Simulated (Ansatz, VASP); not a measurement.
**One calculation of Ir, two programs**

Contents of INCAR:

```
  PREC = Accurate
  ENCUT = 520
  EDIFF = 1E-6
  ISMEAR = 0
  SIGMA = 0.15
  LREAL = F
  LASPH = T
  NELM = 80
  ALGO = Fast
  ISIF = 2
  LWAVE = F
  LCHARG = T
  GGA = PE
  LELF = T
  LVHAR = T
  NBANDS = 10
```

File KPOINTS:

```
regular mesh
0
Gamma
  22 22 22
```

File POSCAR:

```
Ir
1.0
    0.0000000000      1.9089373200      2.1160570192
    1.9089373200      0.0000000000      2.1160570192
    1.9089373200      1.9089373200      0.0000000000
Ir
1
Direct
    0.0000000000      0.0000000000      0.0000000000
```

Input for Ansatz:

```yaml
crystal:
  lattice:
    - [0.0, 1.90893732, 2.1160570192]
    - [1.90893732, 0.0, 2.1160570192]
    - [1.90893732, 1.90893732, 0.0]
  atoms:
    - { symbol: Ir, position: [0.0, 0.0, 0.0] }
basis:
  ecutwfc: 420
kpoints:
  mp_grid: { grid: [22, 22, 22] }
hamiltonian:
  xc: pbe
  pseudopotentials: { kind: paw, azcp: { folder: soft_1 } }
scf:
  occupations: { method: gaussian, width: 0.15 }
output:
  forces: true
  stress: true
  eigenvalues: true
```

Alike in both runs: task single point; functional PBE; k mesh 22 × 22 × 22; occupations gaussian, width 0.15 eV; no spin polarisation.

|  | VASP | Ansatz |
| --- | --- | --- |
| version | VASP 6.6.1 | Ansatz 0.2.0 |
| potentials or method | VASP PAW PBE potentials, release 64 (Ir), cutoff 520 eV | scalar-relativistic, plane waves, PAW |
| valence electrons in the cell | 9 | 17 |

Ansatz gave:

| Quantity | Value |
| --- | --- |
| gap on the k mesh at the Fermi level (eV) | none |
| pressure (GPa) | -16.1 |
| traceless stress, the component that is largest in VASP (GPa) | -20.08 |

Question: Estimate VASP's values.

Answer: gap on the k mesh at the Fermi level (eV): none; pressure (GPa): -15.6; traceless stress, the component that is largest in VASP (GPa): -19.94.

A gap of «none» marks a metal or a gap that the smearing closes. VASP's potentials hold 9 valence electrons a cell and Ansatz's 17, so a difference there can come from the potentials and not from the codes.

Neither program's run includes spin-orbit coupling.
